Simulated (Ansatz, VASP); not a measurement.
One calculation of Nb, two programs

Contents of INCAR:

```
PREC = Accurate
ENCUT = 520
EDIFF = 1E-6
ISMEAR = -1
SIGMA = 0.1
LREAL = F
LASPH = T
NELM = 60
ALGO = Normal
ISIF = 2
LWAVE = F
LCHARG = F
GGA = PS
NBANDS = 12
```

File KPOINTS:

```
regular mesh
0
Gamma
  22 22 22
```

Contents of POSCAR:

```
Nb
1.0
   -1.6982602721      1.6982602721      1.6982602721
    1.6982602721     -1.6982602721      1.6982602721
    1.6982602721      1.6982602721     -1.6982602721
Nb
1
Direct
    0.0000000000      0.0000000000      0.0000000000
```

Input for Ansatz:

```yaml
crystal:
  lattice:
    - [-1.6982602725, 1.6982602725, 1.6982602725]
    - [1.6982602725, -1.6982602725, 1.6982602725]
    - [1.6982602725, 1.6982602725, -1.6982602725]
  atoms:
    - { symbol: Nb, position: [0.0, 0.0, 0.0] }
hamiltonian:
  xc: pbesol
  pseudopotentials:
    kind: paw
    azcp:
      Nb: "pseudopotentials/Nb.paw.azcp"
basis:
  ecutwfc: 420
  fft_grid_basis: typed
kpoints:
  mp_grid: { grid: [22, 22, 22], shift: [0, 0, 0] }
magnetization:
  spin_polarized: false
scf:
  occupations: { method: fermi_dirac, width: 0.1 }
output:
  stress: true
```

Alike in both runs: task single point; functional PBEsol; k mesh 22 × 22 × 22; occupations fermi-dirac, width 0.1 eV; no spin polarisation.

|  | VASP | Ansatz |
| --- | --- | --- |
| version | VASP 6.6.1 | Ansatz 0.2.0 |
| potentials or method | VASP PAW PBE potentials, release 64 (Nb_sv), cutoff 520 eV | plane waves (420 eV) with PAW, scalar-relativistic |
| valence electrons in the cell | 13 | 13 |

```csv
,VASP,Ansatz,Ansatz less VASP
pressure (GPa),-16.6,-16.4,+0.24
```

VASP's potentials were made for PBE, not for PBEsol, and Ansatz warns of the same on its side. With one functional, cell and mesh, what is left measures potentials, basis and numerics.
